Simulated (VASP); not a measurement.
# CS4N in VASP: a series of runs

CS4N is run at these levels: PBE; tasks: single point.

All numbers are computed with VASP 6.6.1; they aren't measurements. Logs are shortened: lines on timing, memory, paths and dates and some standing lists are left out, and cuts for length are marked.

## Step 1: The cell of the first run

The cell holds a disordered packing, 12 atoms: a = 6.751 Å, b = 6.550 Å, c = 5.449 Å, α = 83.64°, β = 89.24°, γ = 86.91°.

## Step 2: Single point, PBE, collinear spin, ferrimagnetic start

The input, INCAR:

```
ALGO = Normal ; EDIFF = 1E-7
ENCUT = 520 ; GGA = PE
ISIF = 2 ; ISMEAR = -1
ISPIN = 2 ; LASPH = True
LCHARG = False ; LORBIT = 11
LREAL = False ; LWAVE = False
MAGMOM = -0.58 1.4 0.06 0.12 0.03 -0.04 0.04 0.14 -0.06 0.03 -0.03 -0.04 ; NBANDS = 49
NELECT = 65.0 ; NELM = 150
PREC = Accurate ; SIGMA = 0.1
```

The input, KPOINTS:

```
Automatic mesh
0
Gamma
  3 3 4
  0.5 0 0
```

The input, POSCAR:

```
CS4N
1.0
    6.6594770000      0.5040880000     -0.9885190000
   -0.0313820000      6.5121580000      0.6998650000
    0.8688820000      0.0330370000      5.3796800000
N S C
2 8 2
Direct
    0.6537780000      0.2622150000      0.8396960000
    0.4329440000      0.9923700000      0.9165150000
    0.0117400000      0.7036830000      0.5516500000
    0.9866480000      0.2614660000      0.5828720000
    0.8584290000      0.5572660000      0.0335790000
    0.2391670000      0.3333380000      0.0134510000
    0.4754360000      0.6214210000      0.6630640000
    0.8314740000      0.9780760000      0.1526820000
    0.3050300000      0.9998390000      0.4051820000
    0.5978990000      0.3076240000      0.3497080000
    0.6938090000      0.9518460000      0.6196990000
    0.4203330000      0.6574580000      0.1427400000
```

Potentials or basis: VASP PAW PBE potentials, release 64 (N, S, C).

Command:

```bash
cat potpaw_PBE.64/N/POTCAR potpaw_PBE.64/S/POTCAR potpaw_PBE.64/C/POTCAR > POTCAR
mpirun -np 1 vasp_std > vasp.out
```

OUTCAR:

```text
EDIFF = 1E-7
   ENCUT = 520
   GGA = PE
   ISIF = 2
   ISMEAR = -1
   ISPIN = 2
   LASPH = True
   LORBIT = 11
   LREAL = False
   NELECT = 65.0
   NELM = 150
   PREC = Accurate

 ion  position               nearest neighbor table
   1  0.654  0.262  0.840-
   2  0.433  0.992  0.917-
   3  0.012  0.704  0.552-
   4  0.987  0.261  0.583-
   5  0.858  0.557  0.034-
   6  0.239  0.333  0.013-
   7  0.475  0.621  0.663-
   8  0.831  0.978  0.153-
   9  0.305  1.000  0.405-
  10  0.598  0.308  0.350-
  11  0.694  0.952  0.620-
  12  0.420  0.657  0.143-

  LATTYP: Found a triclinic cell.
 ALAT       =     6.5497326407
 B/A-ratio  =     0.8320180503
 C/A-ratio  =     1.0307732790
 COS(alpha) =     0.0131835431
 COS(beta)  =     0.0538654329
 COS(gamma) =     0.1107487015

  Lattice vectors:

 A1 = (  -0.0313820000,   6.5121580000,   0.6998650000)
 A2 = (   0.8688820000,   0.0330370000,   5.3796800000)
 A3 = (   6.6594770000,   0.5040880000,  -0.9885190000)

Analysis of symmetry for initial positions (statically):
=====================================================================
 Subroutine PRICEL returns:
 Original cell was already a primitive cell.

 Routine SETGRP: Setting up the symmetry group for a
 triclinic supercell.

 Subroutine GETGRP returns: Found  1 space group operations
 (whereof  1 operations were pure point group operations)
 out of a pool of  2 trial point group operations.

The static configuration has the point symmetry C_1 .

Analysis of symmetry for dynamics (positions and initial velocities):
=====================================================================
 Subroutine PRICEL returns:
 Original cell was already a primitive cell.

 Routine SETGRP: Setting up the symmetry group for a
 triclinic supercell.

 Subroutine GETGRP returns: Found  1 space group operations
 (whereof  1 operations were pure point group operations)
 out of a pool of  2 trial point group operations.

The dynamic configuration has the point symmetry C_1 .

Analysis of structural, dynamic, and magnetic symmetry:
=====================================================================
 Subroutine PRICEL returns:
 Original cell was already a primitive cell.

 Routine SETGRP: Setting up the symmetry group for a
 triclinic supercell.

 Subroutine GETGRP returns: Found  1 space group operations
 (whereof  1 operations were pure point group operations)
 out of a pool of  2 trial point group operations.

The overall configuration has the point symmetry C_1 .

 Subroutine INISYM returns: Found  1 space group operations
 (whereof  1 operations are pure point group operations),
 and found     1 'primitive' translations

----------------------------------------------------------------------------------------

                                     Primitive cell

  volume of cell :     239.1357

  direct lattice vectors                    reciprocal lattice vectors
     6.659477000  0.504088000 -0.988519000     0.146403117  0.003248889 -0.023665788
    -0.031382000  6.512158000  0.699865000    -0.011476707  0.153405657  0.000911549
     0.868882000  0.033037000  5.379680000     0.028394702 -0.019360196  0.181417474

  length of vectors
     6.751289391  6.549732641  5.449495782     0.148339130  0.153837061  0.184643917

  position of ions in fractional coordinates (direct lattice)
     0.653778000  0.262215000  0.839696000
     0.432944000  0.992370000  0.916515000
     0.011740000  0.703683000  0.551650000
     0.986648000  0.261466000  0.582872000
     0.858429000  0.557266000  0.033579000
     0.239167000  0.333338000  0.013451000
     0.475436000  0.621421000  0.663064000
     0.831474000  0.978076000  0.152682000
     0.305030000  0.999839000  0.405182000
     0.597899000  0.307624000  0.349708000
     0.693809000  0.951846000  0.619699000
     0.420333000  0.657458000  0.142740000

  ion indices of the primitive-cell ions
   primitive index   ion index
                 1           1
                 2           2
                 3           3
                 4           4
                 5           5
                 6           6
                 7           7
                 8           8
                 9           9
                10          10
                11          11
                12          12

----------------------------------------------------------------------------------------

 KPOINTS: Automatic mesh

Automatic generation of k-mesh.
 Grid dimensions read from file:
 generate k-points for:    3    3    4

 Generating k-lattice:

  Cartesian coordinates                     Fractional coordinates (reciprocal lattice)
     0.048801039  0.001082963 -0.007888596     0.333333333  0.000000000  0.000000000
    -0.003825569  0.051135219  0.000303850    -0.000000000  0.333333333 -0.000000000
     0.007098675 -0.004840049  0.045354369     0.000000000  0.000000000  0.250000000

  Length of vectors
     0.049446377  0.051279020  0.046160979

  Shift w.r.t. Gamma in fractional coordinates (k-lattice)
     0.500000000  0.000000000  0.000000000

 Subroutine IBZKPT returns following result:
 ===========================================

 Found     19 irreducible k-points:

 Following reciprocal coordinates:
            Coordinates               Weight
  0.166667 -0.000000  0.000000      2.000000
  0.500000 -0.000000 -0.000000      1.000000
  0.166667  0.333333  0.000000      2.000000
  0.500000  0.333333 -0.000000      2.000000
 -0.166667  0.333333  0.000000      2.000000
  0.166667  0.000000  0.250000      2.000000
[... 11 lines left out ...]
  0.500000  0.333333  0.500000      2.000000
 -0.166667  0.333333  0.500000      2.000000
   k-points           NKPTS =     19   k-points in BZ     NKDIM =     19   number of bands    NBANDS=     49
   number of dos      NEDOS =    301   number of ions     NIONS =     12
   total plane-waves  NPLWV = 105000
   dimension x,y,z NGX =    50 NGY =   50 NGZ =   42
   dimension x,y,z NGXF=   100 NGYF=  100 NGZF=   84
   ions per type =               2   8   2
   NGX,Y,Z   is equivalent  to a cutoff of  12.31, 12.69, 12.81 a.u.
   NGXF,Y,Z  is equivalent  to a cutoff of  24.62, 25.38, 25.63 a.u.
 SYSTEM =  unknown system
   PREC   = accura    normal or accurate (medium, high low for compatibility)
   ISTART =      0    job   : 0-new  1-cont  2-samecut
   ICHARG =      2    charge: 1-file 2-atom 10-const
   ISPIN  =      2    spin polarized calculation?
   LNONCOLLINEAR =      F non collinear calculations
   LSORBIT =      F    spin-orbit coupling
   LASPH  =      T    aspherical Exc in radial PAW
   ENCUT  =  520.0 eV  38.22 Ry    6.18 a.u.  12.55 12.18 10.13*2*pi/ulx,y,z
   NELM   =    150;   NELMIN=  2; NELMDL= -5     # of ELM steps
   EDIFF  = 0.1E-06   stopping-criterion for ELM
   LREAL  =      F    real-space projection
   EDIFFG = 0.1E-05   stopping-criterion for IOM
   NSW    =      0    number of steps for IOM
   IBRION =     -1    ionic relax: 0-MD 1-quasi-New 2-CG
   NFREE  =      0    steps in history (QN), initial steepest desc. (CG)
   ISIF   =      2    stress and relaxation
   ISYM   =      2    0-nonsym 1-usesym 2-fastsym
   POTIM  = 0.5000    time-step for ionic-motion
   TEBEG  =    0.0;   TEEND  =   0.0 temperature during run
   PSTRESS=    0.0 pullay stress
   NELECT =      65.0000    total number of electrons
   NUPDOWN=      -1.0000    fix difference up-down
   EMIN   =  10.00;   EMAX   =-10.00  energy-range for DOS
   EFERMI =   0.00;   METHOD = LEGACY
   ISMEAR =    -1;   SIGMA  =   0.10  broadening in eV -4-tet -1-fermi 0-gaus
   EFERMI_NEDOS =   21; number of points for ismear=-14 and -15
   IALGO  =     38    algorithm
   IMIX   =      4    mixing-type and parameters
     AMIX     =   0.40;   BMIX     =  1.00
     AMIX_MAG =   1.60;   BMIX_MAG =  1.00
  volume/ion in A,a.u.               =      19.93       134.48
  Fermi-wavevector in a.u.,A,eV,Ry     =   1.060469  2.003995 15.301027  1.124594
  Thomas-Fermi vector in A             =   2.195851
   LORBIT       =     11    0 simple, 1 ext, 2 COOP (PROOUT), +10 PAW based schemes
   GGA     = PE    functional components
   LHFCALC =     F    Hartree Fock is set to
   AEXX    =    0.0000 exact exchange contribution
   IVDW    =     0    specifies the selected vdW correction
   LEPSILON=     F    determine dielectric tensor
   LRPA    =     F    only Hartree local field effects (RPA)
 spin polarized calculation
  energy-cutoff  :      520.00
  volume of cell :      239.14
 maximum number of plane-waves:      6457
   NGX = 25   NGY = 25   NGZ = 21

 number of electron      65.0000000 magnetization       1.1382971

 Free energy of the ion-electron system (eV)
  ---------------------------------------------------
  ext. energy  EPLUGINS =         0.00000000
  ---------------------------------------------------
  free energy    TOTEN  =       -39.87485338 eV

  energy without entropy =      -39.52124588  energy(sigma->0) =      -39.69804963

 E-fermi :   2.2701     XC(G=0):  -9.2507

 val. band max:        2.2681313506   @ k =   0.1667   0.0000   0.2500
 cond. band min:       2.2734287350   @ k =  -0.1667   0.3333   0.0000
 fundamental gap:      0.0052973844
 Fermi energy:         2.2700787858

 spin component 1

 k-point     1 :       0.1667   -0.0000    0.0000
  band No.  band energies     occupation
      1     -12.1599      1.00000
      2     -10.9889      1.00000
      3     -10.3053      1.00000
      4      -9.8215      1.00000
      5      -9.5961      1.00000
      6      -9.5615      1.00000
[... 882 lines left out ...]
     43       3.8352      0.00000
     44       3.9073      0.00000
 Fermi energy:         2.2700787858

 spin component 2

 k-point     1 :       0.1667   -0.0000    0.0000
  band No.  band energies     occupation
      1     -12.0764      1.00000
      2     -10.6551      1.00000
      3     -10.0729      1.00000
      4      -9.6305      1.00000
      5      -9.5654      1.00000
      6      -9.5162      1.00000
[... 882 lines left out ...]
     43       3.9085      0.00000
     44       4.0198      0.00000
 [bands above 44 left out]

------------------------ aborting loop because EDIFF is reached ----------------------------------------

  FORCE on cell =-STRESS in cart. coord.  units (eV):
  Direction    XX          YY          ZZ          XY          YZ          ZX
  --------------------------------------------------------------------------------------
  -------------------------------------------------------------------------------------
  Total      -27.5585854    -36.2939151    -30.0904499      0.8663704      0.5499007      1.9041625
  in kB     -184.6388888   -243.1644458   -201.6020470      5.8045673      3.6842619     12.7576375
  external PRESSURE =    -209.8017939 kB  Pullay stress =       0.0000000 kB

 VOLUME and BASIS-vectors are now :
 -----------------------------------------------------------------------------
  energy-cutoff  :      520.00
  volume of cell :      239.14
      direct lattice vectors                 reciprocal lattice vectors
     6.659477000  0.504088000 -0.988519000     0.146403117  0.003248889 -0.023665788
    -0.031382000  6.512158000  0.699865000    -0.011476707  0.153405657  0.000911549
     0.868882000  0.033037000  5.379680000     0.028394702 -0.019360196  0.181417474

 POSITION                                       TOTAL-FORCE (eV/Angst)
 -----------------------------------------------------------------------------------
      5.07519      2.06489      4.05454         0.741320     -0.652884     -0.335047
      3.64838      6.71099      5.19711         0.569057      0.205031     -0.018446
      0.53542      4.60664      3.44858        -0.622900      0.300226      0.356553
      7.06880      2.21932      2.34334        -0.394927      0.216486      0.629069
      5.72838      4.06284     -0.27792         0.063466      0.343175     -0.488784
      1.59395      2.29176      0.06923        -0.013050      0.298452      0.147978
      3.72278      4.30836      3.53201         0.374299      0.504651      0.498273
      5.63915      6.79357      0.68397        -0.747037     -0.610641      0.607898
      2.35202      6.67826      2.57797        -0.238448     -0.032493      0.232985
      4.27590      2.31624      1.50558         0.370648      0.250159     -0.090801
      5.12898      6.56879      3.31410        -0.182321     -0.358999     -0.558192
      2.90259      4.49807      0.81252         0.079893     -0.463164     -0.981486
 -----------------------------------------------------------------------------------
    total drift:                               -0.000320      0.000052     -0.000109

  FREE ENERGIE OF THE ION-ELECTRON SYSTEM (eV)
  ---------------------------------------------------
  free  energy   TOTEN  =       -39.8748533796 eV

  energy  without entropy=      -39.5212458767  energy(sigma->0) =      -39.69804963

 total charge

# of ion       s       p       d       tot
------------------------------------------
    1        1.399   1.832   0.000   3.230
    2        1.388   1.851   0.000   3.239
    3        1.429   1.969   0.000   3.398
    4        1.431   1.959   0.000   3.390
    5        1.433   1.950   0.000   3.383
    6        1.434   1.946   0.000   3.379
    7        1.433   1.957   0.000   3.390
    8        1.428   1.966   0.000   3.395
    9        1.436   1.944   0.000   3.381
   10        1.444   1.923   0.000   3.367
   11        1.096   0.812   0.000   1.908
   12        1.087   0.824   0.000   1.910
--------------------------------------------------
tot         16.438  20.933   0.000  37.371

 magnetization (x)

# of ion       s       p       d       tot
------------------------------------------
    1       -0.007  -0.430   0.000  -0.437
    2        0.021   1.006   0.000   1.027
    3        0.001   0.048   0.000   0.049
    4        0.001   0.091   0.000   0.092
    5       -0.000   0.020   0.000   0.020
    6        0.001  -0.034   0.000  -0.033
    7       -0.000   0.027   0.000   0.027
    8        0.002   0.104   0.000   0.106
    9        0.000  -0.043   0.000  -0.042
   10       -0.000   0.027   0.000   0.027
   11        0.003  -0.026   0.000  -0.023
   12        0.004  -0.027   0.000  -0.023
--------------------------------------------------
tot          0.026   0.764   0.000   0.790
```

It took 10 min on 1 thread of AMD EPYC 7R13 (Zen 3), shared host; peak memory 0.54 GiB.

What came out:

* Free energy: -39.8749 eV
* Largest force: 1.140 eV/Å
* Net moment: 1.14 μB per cell
* Site moments: N -0.44, +1.03; S +0.05, +0.09, +0.02, -0.03, +0.03, +0.11, -0.04 (each value once); C -0.02 μB
* Valence electrons inside the program's atomic spheres: N 3.23, 3.24; S 3.40, 3.39, 3.38, 3.37 (each value once); C 1.91

Forces on the atoms (eV/Å):
```
N    0.741 -0.653 -0.335
N    0.569  0.205 -0.018
S   -0.623  0.300  0.357
S   -0.395  0.216  0.629
S    0.063  0.343 -0.489
S   -0.013  0.298  0.148
S    0.374  0.505  0.498
S   -0.747 -0.611  0.608
S   -0.238 -0.032  0.233
S    0.371  0.250 -0.091
C   -0.182 -0.359 -0.558
C    0.080 -0.463 -0.981
```

Levels at points of the mesh, in eV from the Fermi level:
Spin up:
```
           k point  band 31  band 32  band 33  band 34  band 35  band 36
(0.50, 0.00, 0.00)    -0.24    -0.15    -0.10     0.20     0.28     0.56
(0.50, 0.00, 0.50)    -0.64    -0.40    -0.18    -0.15     0.18     0.32
```
Spin down:
| k point | band 28 | band 29 | band 30 | band 31 | band 32 | band 33 | band 34 | band 35 | band 36 | band 37 |
| --- | --- | --- | --- | --- | --- | --- | --- | --- | --- | --- |
| (0.50, 0.00, 0.00) | -0.60 | -0.48 | -0.30 | -0.17 | -0.10 | 0.22 | 0.32 | 0.40 | 0.65 | 0.70 |
| (0.50, 0.00, 0.50) | -1.03 | -0.81 | -0.48 | -0.34 | -0.18 | 0.02 | 0.23 | 0.27 | 0.56 | 0.78 |

Caveat: the cell carries a net charge on a neutralising background, which shifts energy and pressure; the cell is charged against a uniform background, so pressure and absolute levels hang on convention.

(Part 1 of 2 ends here.)
